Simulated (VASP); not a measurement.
A run of VASP 6.6.1:

Contents of POSCAR:

```
TaSi2
1.0
    4.7839000000      0.0000000000      0.0000000000
   -2.3919500000      4.1429789292      0.0000000000
    0.0000000000      0.0000000000      6.5700000000
Ta Si
3 6
Direct
    0.5000000000      0.0000000000      0.0000000000
    0.5000000000      0.5000000000      0.6666666667
    0.0000000000      0.5000000000      0.3333333333
    0.1589700000      0.3179400000      0.0000000000
    0.8410300000      0.1589700000      0.6666666667
    0.6820600000      0.8410300000      0.3333333333
    0.8410300000      0.6820600000      0.0000000000
    0.1589700000      0.8410300000      0.6666666667
    0.3179400000      0.1589700000      0.3333333333
```

The input INCAR.step1:

```
  PREC = Accurate
  ENCUT = 520
  EDIFF = 1E-7
  ISMEAR = 0
  SIGMA = 0.05
  LREAL = False
  LASPH = True
  NELM = 100
  ALGO = Normal
  ISIF = 2
  LWAVE = False
  LCHARG = True
  LMAXMIX = 4
  GGA = PE
  NBANDS = 38
```

File KPOINTS.step1:

```
Automatic mesh
0
Gamma
  9 9 6
```

The input INCAR.step2:

```
  PREC = Accurate
  ENCUT = 520
  EDIFF = 1E-7
  ISMEAR = -5
  SIGMA = 0.05
  LREAL = False
  LASPH = True
  NELM = 100
  ALGO = Normal
  ISIF = 2
  LWAVE = False
  LCHARG = False
  LMAXMIX = 4
  GGA = PE
  LORBIT = 11
  NBANDS = 38
  NEDOS = 1001
  ICHARG = 11
```

The input KPOINTS.step2:

```
Automatic mesh
0
Gamma
  14 14 9
```

Potentials or basis: VASP PAW PBE potentials, release 64 (Ta_pv, Si).

The run is started by

```console
$ cat potpaw_PBE.64/Ta_pv/POTCAR potpaw_PBE.64/Si/POTCAR > POTCAR
$ cp INCAR.step1 INCAR
$ cp KPOINTS.step1 KPOINTS
$ mpirun -np 1 vasp_std > vasp.out
$ cp INCAR.step2 INCAR
$ cp KPOINTS.step2 KPOINTS
$ mpirun -np 1 vasp_std > vasp.out
```

Hardware: 1 thread of Intel(R) Xeon(R) 6975P-C (Granite Rapids), with other jobs on the host.

Q: How long does it take, and how much memory?

A: Run time: 4.4 min on 1 thread of Intel(R) Xeon(R) 6975P-C (Granite Rapids) (shared host), peak memory 0.54 GiB. Counts: k points 120.
